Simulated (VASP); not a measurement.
# Ti12HO24 (a cell with a defect) in VASP: further runs

Runs on Ti12HO24 (a cell with a defect). Level: PBEsol. Tasks: single point.

Everything below comes from runs of VASP 6.6.1. Logs are shortened: lines on timing, memory, paths and dates and some standing lists are left out, and cuts for length are marked.

### 1 The cell of the first run

The cell holds a defect, 37 atoms: a = 6.493 Å, b = 6.493 Å, c = 8.817 Å, α = 90.00°, β = 90.00°, γ = 90.00°.

### 2 Single point, PBEsol

Contents of INCAR:

```
SYSTEM = Ti12HO24
PREC     = Accurate       ! precision mode
ENCUT    = 520            ! plane-wave cutoff, eV
EDIFF    = 1E-6           ! SCF threshold, eV
ISMEAR   = 0              ! smearing method
SIGMA    = 0.02           ! smearing width, eV
LREAL    = Auto         
LASPH    = .TRUE.         ! aspherical terms in the spheres
NELM     = 80             ! most SCF steps
ALGO     = Normal         ! electronic algorithm
ISIF     = 2              ! what is computed and relaxed
LWAVE    = .FALSE.        ! write WAVECAR
LCHARG   = .FALSE.        ! write CHGCAR
GGA      = PS             ! functional
NELECT   = 288.0        
NBANDS   = 168            ! bands
```

Contents of KPOINTS:

```
Automatic mesh
0
Gamma
  2 2 2
  0.5 0.5 0.5
```

Contents of POSCAR:

```
Ti12HO24
1.0
   -4.5912433041     -4.5912433041      0.0000000000
   -4.5912433041      4.5912433041      0.0000000000
    0.0000000000      0.0000000000     -8.8170405773
Ti O H
12 24 1
Direct
   -0.0021916443      0.4897166432      0.6675037337
    0.0076225782      0.5111534396      0.3356051069
   -0.0021852174      0.4899475947      1.0037216269
    0.4894163639      0.0031044661      0.6595866448
    0.5016238075     -0.0112537247      0.3355575869
    0.4894986099      0.0028524538      1.0115274865
    0.5041557688      0.4935184085      0.5020081949
    0.5041336392      0.4932835808      0.1690498094
    0.4897323837      0.5156114571      0.8355345057
   -0.0073647015      0.0070553735      0.5018147486
   -0.0073026343      0.0072832048      0.1692536082
    0.0216496715     -0.0237131674      0.8355435170
    0.8047727890      0.4972942848      0.5023640048
    0.8047844615      0.4973259638      0.1687897409
    0.8014569432      0.4801550964      0.8355897468
    0.3041758276      0.0004078942      0.5006150983
    0.3042000992      0.0003933681      0.1705391829
    0.3115933170     -0.0055244382      0.8355676551
    0.0094525090      0.1929112114      0.6693013162
    0.0006144847      0.1958965170      0.3355963840
    0.0094425312      0.1929420451      1.0018731982
    0.5078350386      0.7035168786      0.6702117191
    0.5024197950      0.6978406241      0.3355787903
    0.5078293407      0.7034766418      1.0009524059
   -0.0019913484      0.8068756824      0.3355884391
   -0.0061276464      0.8027052161      0.0023405869
   -0.0061843012      0.8026819588      0.6688331343
    0.4994373147      0.3068041823      0.3355947404
    0.4936566515      0.3074624886      0.0015886681
    0.4936021796      0.3074694785      0.6695639181
    0.1964573366      0.5037327340      0.5026468905
    0.1964546123      0.5037320287      0.1685206789
    0.1944855512      0.5085441060      0.8355742273
    0.6940878863      0.0058803049      0.5025068931
    0.6941190792      0.0058761561      0.1686565939
    0.7066802773      0.0407099444      0.8355896929
    0.7272877415      0.1935422846      0.8356786026
```

Potentials or basis: VASP PAW PBE potentials, release 64 (Ti_sv, O, H).

Command:

```
> cat potpaw_PBE.64/Ti_sv/POTCAR potpaw_PBE.64/O/POTCAR potpaw_PBE.64/H/POTCAR > POTCAR
> mpirun -np 1 vasp_std > vasp.out
```

OUTCAR:

```text
SYSTEM = Ti12HO24
   PREC = Accurate
   ENCUT = 520
   EDIFF = 1E-6
   ISMEAR = 0
   LREAL = Auto
   LASPH = .TRUE.
   NELM = 80
   ISIF = 2
   GGA = PS
   NELECT = 288.0

 ion  position               nearest neighbor table
   1  0.998  0.490  0.668-  13 1.92  19 1.93  31 1.95  15 1.96  33 1.96  27 2.03
   2  0.008  0.511  0.336-  31 1.92  32 1.92  25 1.92  13 1.98  14 1.98  20 2.05
   3  0.998  0.490  0.004-  14 1.92  21 1.93  32 1.94  15 1.96  33 1.96  26 2.03
   4  0.489  0.003  0.660-  16 1.85  34 1.92  18 1.93  22 1.95  30 1.98  36 2.11   5 2.86
   5  0.502  0.989  0.336-  23 1.89  35 1.93  34 1.93  17 1.94  16 1.94  28 2.07   6 2.86   4 2.86

   6  0.489  0.003  0.012-  17 1.85  35 1.92  18 1.94  24 1.95  29 1.98  36 2.11   5 2.86
   7  0.504  0.494  0.502-  28 1.90  30 1.91  13 1.95  23 1.98  31 2.00  22 2.01
   8  0.504  0.493  0.169-  28 1.90  29 1.91  14 1.95  23 1.98  32 2.00  24 2.01
   9  0.490  0.516  0.836-  22 1.90  24 1.90  33 1.92  30 1.99  29 1.99  15 2.04
  10  0.993  0.007  0.502-  19 1.91  20 1.91  34 1.94  25 1.96  27 1.98  16 2.02
  11  0.993  0.007  0.169-  21 1.91  20 1.91  35 1.94  25 1.96  26 1.98  17 2.02
  12  0.022  0.976  0.836-  27 1.86  26 1.86  18 1.89  19 2.03  21 2.03  36 2.09
  13  0.805  0.497  0.502-   1 1.92   7 1.95   2 1.98
  14  0.805  0.497  0.169-   3 1.92   8 1.95   2 1.98
  15  0.801  0.480  0.836-   1 1.96   3 1.96   9 2.04
  16  0.304  0.000  0.501-   4 1.85   5 1.94  10 2.02
  17  0.304  0.000  0.171-   6 1.85   5 1.94  11 2.02
  18  0.312  0.994  0.836-  12 1.89   4 1.93   6 1.94
[... 15 lines left out ...]
  34  0.694  0.006  0.503-   4 1.92   5 1.93  10 1.94
  35  0.694  0.006  0.169-   6 1.92   5 1.93  11 1.94
  36  0.707  0.041  0.836-  37 1.00  12 2.09   6 2.11   4 2.11
  37  0.727  0.194  0.836-  36 1.00

  LATTYP: Found a simple tetragonal cell.
 ALAT       =     6.4929985488
 C/A-ratio  =     1.3579304710

  Lattice vectors:

 A1 = (  -4.5912433041,  -4.5912433041,   0.0000000000)
 A2 = (  -4.5912433041,   4.5912433041,   0.0000000000)
 A3 = (   0.0000000000,   0.0000000000,  -8.8170405773)

Analysis of symmetry for initial positions (statically):
=====================================================================
 Subroutine PRICEL returns:
 Original cell was already a primitive cell.

 Routine SETGRP: Setting up the symmetry group for a
 simple tetragonal supercell.

 Subroutine GETGRP returns: Found  1 space group operations
 (whereof  1 operations were pure point group operations)
 out of a pool of 16 trial point group operations.

The static configuration has the point symmetry C_1 .

[... 167 lines left out ...]
   ISIF   =      2    stress and relaxation
   ISYM   =      2    0-nonsym 1-usesym 2-fastsym
   POTIM  = 0.5000    time-step for ionic-motion
   TEBEG  =    0.0;   TEEND  =   0.0 temperature during run
   PSTRESS=    0.0 pullay stress
   NELECT =     288.0000    total number of electrons
   NUPDOWN=      -1.0000    fix difference up-down
   EMIN   =  10.00;   EMAX   =-10.00  energy-range for DOS
   EFERMI =   0.00;   METHOD = LEGACY
   ISMEAR =     0;   SIGMA  =   0.02  broadening in eV -4-tet -1-fermi 0-gaus
   EFERMI_NEDOS =   21; number of points for ismear=-14 and -15
   IALGO  =     38    algorithm
   IMIX   =      4    mixing-type and parameters
     AMIX     =   0.40;   BMIX     =  1.00
     AMIX_MAG =   1.60;   BMIX_MAG =  1.00
  volume/ion in A,a.u.               =      10.05        67.80
  Fermi-wavevector in a.u.,A,eV,Ry     =   1.503608  2.841406 30.760538  2.260836
  Thomas-Fermi vector in A             =   2.614696
   LORBIT       =      0    0 simple, 1 ext, 2 COOP (PROOUT), +10 PAW based schemes
   GGA     = PS    functional components
   LHFCALC =     F    Hartree Fock is set to
   AEXX    =    0.0000 exact exchange contribution
   IVDW    =     0    specifies the selected vdW correction
   LEPSILON=     F    determine dielectric tensor
   LRPA    =     F    only Hartree local field effects (RPA)
 non-spin polarized calculation
 Gauss-broadening in eV      SIGMA  =   0.02
  energy-cutoff  :      520.00
  volume of cell :      371.72
 maximum number of plane-waves:     10010
   NGX = 25   NGY = 25   NGZ = 33

 number of electron     288.0000013 magnetization

 Free energy of the ion-electron system (eV)
  ---------------------------------------------------
  ext. energy  EPLUGINS =         0.00000000
  ---------------------------------------------------
  free energy    TOTEN  =      -346.75330910 eV

  energy without entropy =     -346.75330910  energy(sigma->0) =     -346.75330910

 E-fermi :   4.6961     XC(G=0): -11.7408

 val. band max:        4.5402730376   @ k =   0.2500   0.2500   0.2500
 cond. band min:       6.9901244739   @ k =  -0.2500  -0.2500   0.2500
 fundamental gap:      2.4498514364
 Fermi energy:         4.6960542312

 k-point     1 :       0.2500    0.2500    0.2500
  band No.  band energies     occupation
      1     -51.8140      2.00000
      2     -51.7992      2.00000
      3     -51.7529      2.00000
      4     -51.7358      2.00000
      5     -51.7128      2.00000
      6     -51.7001      2.00000
[... 625 lines left out ...]
    155       7.5715      0.00000
    156       7.6139      0.00000
 [bands above 156 left out]

------------------------ aborting loop because EDIFF is reached ----------------------------------------

  FORCE on cell =-STRESS in cart. coord.  units (eV):
  Direction    XX          YY          ZZ          XY          YZ          ZX
  --------------------------------------------------------------------------------------
  -------------------------------------------------------------------------------------
  Total       -9.5651084     -4.9099043     -2.9458958      3.2732632     -0.0066923      0.0061358
  in kB      -41.2275024    -21.1626554    -12.6973917     14.1084097     -0.0288450      0.0264466
  external PRESSURE =     -25.0291831 kB  Pullay stress =       0.0000000 kB

 VOLUME and BASIS-vectors are now :
 -----------------------------------------------------------------------------
  energy-cutoff  :      520.00
  volume of cell :      371.72
      direct lattice vectors                 reciprocal lattice vectors
    -4.591243304 -4.591243304  0.000000000    -0.108902963 -0.108902963  0.000000000
    -4.591243304  4.591243304  0.000000000    -0.108902963  0.108902963  0.000000000
     0.000000000  0.000000000 -8.817040577     0.000000000  0.000000000 -0.113416740

 POSITION                                       TOTAL-FORCE (eV/Angst)
 -----------------------------------------------------------------------------------
     -6.82959     -2.33277     -5.88541        -0.012469      0.014266     -0.010033
     -2.38183      2.31183     -2.95904         0.019692      0.000893     -0.001764
     -6.83068     -2.33174     -0.03281        -0.009390      0.009869      0.011920
     -2.26128     -2.23278     -5.81560        -0.019371     -0.033608     -0.070805
     -6.84265      2.23650     -2.95862        -0.022676      0.028754     -0.004866
     -2.26050     -2.23431     -0.10164        -0.021992     -0.026364      0.071241
[... 29 lines left out ...]
     -3.43145     -3.05763     -7.36743         0.057342     -0.042248     -0.001830
     -4.22775     -2.45056     -7.36821        -0.084547      0.059291      0.000802
 -----------------------------------------------------------------------------------
    total drift:                                0.004801      0.043975     -0.004526

  FREE ENERGIE OF THE ION-ELECTRON SYSTEM (eV)
  ---------------------------------------------------
  free  energy   TOTEN  =      -346.7533091039 eV

  energy  without entropy=     -346.7533091039  energy(sigma->0) =     -346.75330910
```

It took 8.1 min on 1 thread of Intel Xeon Platinum 8259CL at 2.50GHz (Skylake/Cascade Lake), shared host; peak memory 0.49 GiB.

Results:

```
Free energy   : -346.7533 eV
Largest force : 0.103 eV/Å
```

Forces on the atoms (eV/Å):
```
Ti  -0.012  0.014 -0.010
Ti   0.020  0.001 -0.002
Ti  -0.009  0.010  0.012
Ti  -0.019 -0.034 -0.071
Ti  -0.023  0.029 -0.005
Ti  -0.022 -0.026  0.071
Ti  -0.015  0.032 -0.023
Ti  -0.019  0.032  0.013
Ti  -0.008 -0.018  0.001
Ti   0.009 -0.027 -0.018
Ti   0.008 -0.026  0.018
Ti   0.002  0.048  0.003
O    0.020  0.013  0.014
O    0.021  0.013 -0.016
O    0.027  0.011  0.000
O    0.043  0.046  0.031
O    0.042  0.044 -0.026
O   -0.005 -0.004 -0.003
O   -0.010  0.004 -0.020
O   -0.035  0.034  0.001
O   -0.011  0.004  0.021
O   -0.013  0.004  0.020
O    0.003 -0.001  0.002
O   -0.014  0.005 -0.020
O    0.006 -0.005  0.000
O    0.036 -0.026 -0.032
O    0.036 -0.026  0.032
O    0.041 -0.037  0.003
O    0.027 -0.022  0.019
O    0.022 -0.021 -0.017
O   -0.031 -0.024  0.002
O   -0.033 -0.026 -0.002
O   -0.002 -0.002  0.000
O   -0.028 -0.017  0.008
O   -0.026 -0.016 -0.006
O    0.057 -0.042 -0.002
H   -0.085  0.059  0.001
```

Levels at points of the mesh, in eV from the Fermi level:
| k point | band 140 | band 141 | band 142 | band 143 | band 144 | band 145 | band 146 | band 147 | band 148 | band 149 |
| --- | --- | --- | --- | --- | --- | --- | --- | --- | --- | --- |
| (0.25, 0.25, 0.25) | -0.82 | -0.78 | -0.72 | -0.45 | -0.16 | 2.29 | 2.37 | 2.41 | 2.45 | 2.47 |

Caveat: the cell carries a net charge on a neutralising background, which shifts energy and pressure; the cell is charged against a uniform background, so pressure and absolute levels hang on convention; the PAW data sets were made with another functional, which shifts forces and pressure a little.

(Continued in part 2 of 3.)
